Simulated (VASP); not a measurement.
# BIr3Br (Pm-3m) in VASP: further runs, part 2 of 2

VASP 6.6.1.

## 5. Relaxation of cell and atoms, PBEsol

This run uses another cell than the first one, of 16.82 Å³/atom, 1.175 times its volume.

File INCAR:

```
SYSTEM = BIr3Br
PREC = Accurate
ENCUT = 600
EDIFF = 1E-6
ISMEAR = 0
SIGMA = 0.1175
LREAL = .FALSE.
LASPH = .TRUE.
NELM = 60
ALGO = Normal
ISIF = 3
LWAVE = .FALSE.
LCHARG = .FALSE.
GGA = PS
IBRION = 2
NSW = 60
EDIFFG = -0.01
```

File KPOINTS:

```
Automatic mesh
0
Gamma
  4 4 4
  0.5 0.5 0.5
```

File POSCAR:

```
BIr3Br
1.0
    4.3812740000      0.0000000000      0.0000000000
    0.0000000000      4.3812740000      0.0000000000
    0.0000000000      0.0000000000      4.3812740000
B Ir Br
1 3 1
Direct
    0.5000000000      0.5000000000      0.5000000000
    0.0000000000      0.5000000000      0.5000000000
    0.5000000000      0.0000000000      0.5000000000
    0.5000000000      0.5000000000      0.0000000000
    0.0000000000      0.0000000000      0.0000000000
```

Command:

```console
cat potpaw_PBE.64/B/POTCAR potpaw_PBE.64/Ir/POTCAR potpaw_PBE.64/Br/POTCAR > POTCAR
mpirun -np 1 vasp_std > vasp.out
```

It took 76 s on 1 thread of Intel Xeon Platinum 8259CL at 2.50GHz (Skylake/Cascade Lake), shared host; peak memory 0.22 GiB.

It converged, with:

```
Free energy                            : -33.9793 eV
Relaxed volume                         : 14.45 Å³/atom
Relaxed cell                           : a = 4.165 Å, b = 4.165 Å, c = 4.165 Å, α = 90.00°, β = 90.00°, γ = 90.00°
Space group after relaxing (to 0.05 Å) : Pm-3m (No. 221)
Energy gained by relaxing              : 196.7 meV/atom
Ionic steps                            : 7
Pressure after relaxing                : 0.0 GPa
```

The path:
| step | energy change (eV) | largest force (eV/Å) | pressure (GPa) | volume (Å³) |
| --- | --- | --- | --- | --- |
| 1 | 0.0000 | 0.0000 | -22.81 | 84.10 |
| 2 | 1.8557 | 0.0000 | 79.93 | 58.19 |
| 3 | -0.9797 | 0.0000 | -1.87 | 72.87 |
| 4 | -0.9832 | 0.0000 | -0.57 | 72.42 |
| 5 | -0.9835 | 0.0000 | 0.11 | 72.20 |
| 6 | -0.9835 | 0.0000 | -0.20 | 72.29 |
| 7 | -0.9835 | 0.0000 | 0.00 | 72.23 |

Final structure:
```cif
data_structure
_symmetry_space_group_name_H-M 'P 1'
_symmetry_Int_Tables_number 1
_cell_length_a 4.1646
_cell_length_b 4.1646
_cell_length_c 4.1646
_cell_angle_alpha 90.000
_cell_angle_beta 90.000
_cell_angle_gamma 90.000
_cell_volume 72.23
loop_
_atom_site_label
_atom_site_type_symbol
_atom_site_fract_x
_atom_site_fract_y
_atom_site_fract_z
_atom_site_occupancy
B1 B 0.50000 0.50000 0.50000 1
Ir1 Ir 0.00000 0.50000 0.50000 1
Ir2 Ir 0.50000 0.00000 0.50000 1
Ir3 Ir 0.50000 0.50000 0.00000 1
Br1 Br 0.00000 0.00000 0.00000 1
```

Levels at points of the mesh, in eV from the Fermi level:
```csv
k point,band 16,band 17,band 18,band 19,band 20,band 21,band 22
"(0.12, 0.12, 0.12)",-1.13,-0.41,-0.41,-0.25,-0.04,0.67,1.82
```

Caveat: the PAW data sets were made with another functional, which shifts forces and pressure a little; spin-orbit coupling is left out, which moves the levels of the heavy elements; an odd number of electrons without spin polarisation forces a metal; a magnetic or distorted state may lie lower.

## 6. Relaxation of cell and atoms, PBEsol+U

This run uses another cell than the first one, of 16.82 Å³/atom, 1.175 times its volume.

File INCAR:

```
ALGO = Normal
EDIFF = 1E-6
EDIFFG = -0.01
ENCUT = 600
GGA = PS
IBRION = 2
ISIF = 3
ISMEAR = 0
LASPH = True
LCHARG = False
LDAU = True
LDAUJ = 0 0 0
LDAUL = -1 2 -1
LDAUPRINT = 1
LDAUTYPE = 2
LDAUU = 0 4 0
LMAXMIX = 4
LREAL = False
LWAVE = False
NELM = 150
NSW = 60
PREC = Accurate
SIGMA = 0.1175
```

File KPOINTS:

```
k-points
0
Gamma
  4 4 4
```

POSCAR is that of step 5.

Potentials or basis: VASP PAW PBE potentials, release 64 (B, Ir, Br).

Command:

```console
cat potpaw_PBE.64/B/POTCAR potpaw_PBE.64/Ir/POTCAR potpaw_PBE.64/Br/POTCAR > POTCAR
mpirun -np 1 vasp_std > vasp.out
```

Wall time 1.9 min (1 thread of Intel Xeon Platinum 8259CL at 2.50GHz (Skylake/Cascade Lake), shared host); peak memory 0.23 GiB.

The run converged. Its results:

- Free energy: -22.7481 eV
- Relaxed volume: 13.79 Å³/atom
- Relaxed cell: a = 4.101 Å, b = 4.101 Å, c = 4.101 Å, α = 90.00°, β = 90.00°, γ = 90.00°
- Space group after relaxing (to 0.05 Å): Pm-3m (No. 221)
- Energy gained by relaxing: 309.8 meV/atom
- Ionic steps: 5
- Pressure after relaxing: 0.1 GPa

Step by step:
| step | energy change (eV) | largest force (eV/Å) | pressure (GPa) | volume (Å³) |
| --- | --- | --- | --- | --- |
| 1 | 0.0000 | 0.0000 | -26.88 | 84.10 |
| 2 | 1.9215 | 0.0000 | 94.28 | 54.22 |
| 3 | -1.5422 | 0.0000 | -2.62 | 69.83 |
| 4 | -1.5485 | 0.0000 | -0.83 | 69.25 |
| 5 | -1.5492 | 0.0000 | 0.07 | 68.97 |

Final structure:
```cif
data_structure
_symmetry_space_group_name_H-M 'P 1'
_symmetry_Int_Tables_number 1
_cell_length_a 4.1010
_cell_length_b 4.1010
_cell_length_c 4.1010
_cell_angle_alpha 90.000
_cell_angle_beta 90.000
_cell_angle_gamma 90.000
_cell_volume 68.97
loop_
_atom_site_label
_atom_site_type_symbol
_atom_site_fract_x
_atom_site_fract_y
_atom_site_fract_z
_atom_site_occupancy
B1 B 0.50000 0.50000 0.50000 1
Ir1 Ir 0.00000 0.50000 0.50000 1
Ir2 Ir 0.50000 0.00000 0.50000 1
Ir3 Ir 0.50000 0.50000 0.00000 1
Br1 Br 0.00000 0.00000 0.00000 1
```

Levels at points of the mesh, in eV from the Fermi level:
| k point | band 15 | band 16 | band 17 | band 18 | band 19 | band 20 | band 21 | band 22 |
| --- | --- | --- | --- | --- | --- | --- | --- | --- |
| (0.00, 0.00, 0.00) | -1.86 | -1.86 | -0.16 | -0.16 | -0.16 | 0.56 | 0.93 | 0.93 |
| (0.50, 0.00, 0.00) | -2.24 | -1.94 | -1.08 | -0.05 | -0.05 | 0.93 | 1.96 | 2.80 |
| (0.50, 0.50, 0.00) | -1.87 | -1.24 | -1.24 | 0.10 | 0.10 | 0.75 | 2.24 | 3.37 |
| (0.50, 0.50, 0.50) | -3.16 | -1.44 | -1.44 | 0.52 | 0.52 | 0.52 | 3.29 | 3.29 |

Eigenvalues of the final occupation matrices:
| site | spin | trace | eigenvalues |
| --- | --- | --- | --- |
| site 2 d | 1 | 3.83 | 0.68 0.68 0.78 0.83 0.86 |
| site 2 d | 2 | 3.83 | 0.68 0.68 0.78 0.83 0.86 |
| site 3 d | 1 | 3.83 | 0.68 0.68 0.78 0.83 0.86 |
| site 3 d | 2 | 3.83 | 0.68 0.68 0.78 0.83 0.86 |
| site 4 d | 1 | 3.83 | 0.68 0.68 0.78 0.83 0.86 |
| site 4 d | 2 | 3.83 | 0.68 0.68 0.78 0.83 0.86 |

Caveat: the electronic state changed during the relaxation; the volume moved by over 15 % at a fixed basis, so the end points are rough; the PAW data sets were made with another functional, which shifts forces and pressure a little; spin-orbit coupling is left out, which moves the levels of the heavy elements; an odd number of electrons without spin polarisation forces a metal; a magnetic or distorted state may lie lower; U without spin polarisation on a metal has little footing.

## 7. Summary

| task | level | U | cell | k mesh | cutoff (eV) | gap on the mesh (eV) | pressure (GPa) | relaxed volume (Å³/atom) |
| --- | --- | --- | --- | --- | --- | --- | --- | --- |
| single point | PBEsol | - | a = 4.152 Å, 5 atoms | 4 × 4 × 4 | 520 | none | 1.0 | - |
| single point | PBEsol+U | Ir d U = 4.0 eV | a = 4.148 Å, 5 atoms | 4 × 4 × 4 | 520 | none | -6.9 | - |
| relaxation of cell and atoms | PBEsol | - | relaxed from a = 4.381 Å, 5 atoms | 4 × 4 × 4 | 600 | none | 0.1 | 14.38 |
| relaxation of cell and atoms | PBEsol | - | relaxed from a = 4.381 Å, 5 atoms | 4 × 4 × 4, shifted | 600 | none | 0.0 | 14.45 |
| relaxation of cell and atoms | PBEsol+U | Ir d U = 4.0 eV | relaxed from a = 4.381 Å, 5 atoms | 4 × 4 × 4 | 600 | none | 0.1 | 13.79 |

Alike in all rows: potentials or basis VASP PAW PBE potentials, release 64 (B, Ir, Br); no spin polarisation; smearing gaussian 0.1175 eV.

Caveats: some runs use coarse meshes; the PAW data sets were made with another functional, which shifts forces and pressure a little; spin-orbit coupling is left out, which moves the levels of the heavy elements; an odd number of electrons without spin polarisation forces a metal; a magnetic or distorted state may lie lower; U without spin polarisation on a metal has little footing (some runs); the electronic state changed during the relaxation (some runs); the volume moved by over 15 % at a fixed basis, so the end points are rough (some runs).

Absolute energies hang on the potentials; compare differences alone.
